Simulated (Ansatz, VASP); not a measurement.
Zr2O in VASP and in Ansatz

Contents of POSCAR:

```
Zr2O
1.0
    4.8457251933      0.0000000000      0.0000000000
    0.0000000000      4.8457251933      0.0000000000
    0.0000000000      0.0000000000      4.8457251933
Zr O
4 2
Direct
    0.2424175754      0.2424175754      0.7348351507
    0.7575824246      0.2424175754      0.2651648493
    0.2424175754      0.7575824246      0.2651648493
    0.7575824246      0.7575824246      0.7348351507
    0.0000000000      0.0000000000      0.0000000000
    0.5000000000      0.5000000000      0.5000000000
```

Contents of INCAR.step1:

```
SYSTEM = Zr2O
PREC = Accurate ; ENCUT = 520
ISMEAR = 0 ; SIGMA = 0.15
LREAL = .FALSE. ; LASPH = .TRUE.
NELM = 60 ; NBANDS = 39
GGA = PE ; ALGO = Normal
EDIFF = 1E-4 ; LWAVE = .TRUE.
LCHARG = .FALSE.
```

File INCAR.step2:

```
SYSTEM = Zr2O
PREC = Accurate ; ENCUT = 520
EDIFF = 1E-6 ; ISMEAR = 0
SIGMA = 0.15 ; LREAL = .FALSE.
LASPH = .TRUE. ; NELM = 60
ALGO = Normal ; ISIF = 2
LWAVE = .FALSE. ; LCHARG = .TRUE.
METAGGA = R2SCAN ; LMIXTAU = .TRUE.
LELF = .TRUE. ; LVHAR = .TRUE.
NBANDS = 39 ; ISTART = 1
```

KPOINTS

```
regular mesh
0
G
  10 10 10
  0 0 0
```

Input for Ansatz:

```yaml
crystal:
  lattice:
    - [4.8457251933, 0.0, 0.0]
    - [0.0, 4.8457251933, 0.0]
    - [0.0, 0.0, 4.8457251933]
  atoms:
    - { symbol: Zr, position: [0.2424175754, 0.2424175754, 0.7348351507] }
    - { symbol: Zr, position: [0.7575824246, 0.2424175754, 0.2651648493] }
    - { symbol: Zr, position: [0.2424175754, 0.7575824246, 0.2651648493] }
    - { symbol: Zr, position: [0.7575824246, 0.7575824246, 0.7348351507] }
    - { symbol: O, position: [0.0, 0.0, 0.0] }
    - { symbol: O, position: [0.5, 0.5, 0.5] }
basis:
  ecutwfc: 500
kpoints:
  mp_grid: { grid: [10, 10, 10] }
hamiltonian:
  xc: r2scan
scf:
  occupations: { method: gaussian, width: 0.15 }
output:
  forces: true
  stress: true
  eigenvalues: true
```

Change from the starting cell: mode 4 (52.1 1/cm) frozen in, largest displacement +0.090 Å.

Alike in both runs: task single point; functional r2SCAN; k mesh 10 × 10 × 10; occupations gaussian, width 0.15 eV; no spin polarisation.

```csv
,VASP,Ansatz
version,VASP 6.6.1,Ansatz 0.2.0
potentials or method,"VASP PAW PBE potentials, release 64 (Zr_sv, O), cutoff 520 eV","scalar-relativistic, plane waves, PAW"
valence electrons in the cell,60,60
```

```tsv
	VASP	Ansatz	Ansatz less VASP
gap on the k mesh at the Fermi level (eV)	none	none	-
pressure (GPa)	0.4	0.2	-0.20
traceless stress, the component that is largest in VASP (GPa)	-0.30	-0.29	0.000
rms of the force components (eV/Å)	0.047	0.048	+0.0015
```

VASP's potentials were made for PBE, not for r2SCAN. Atom by atom the forces differ by 0.001 eV/Å (rms over components). A gap of «none» marks a metal or a gap that the smearing closes. The functional is the same, so the differences come from potentials, cutoffs and numerics.
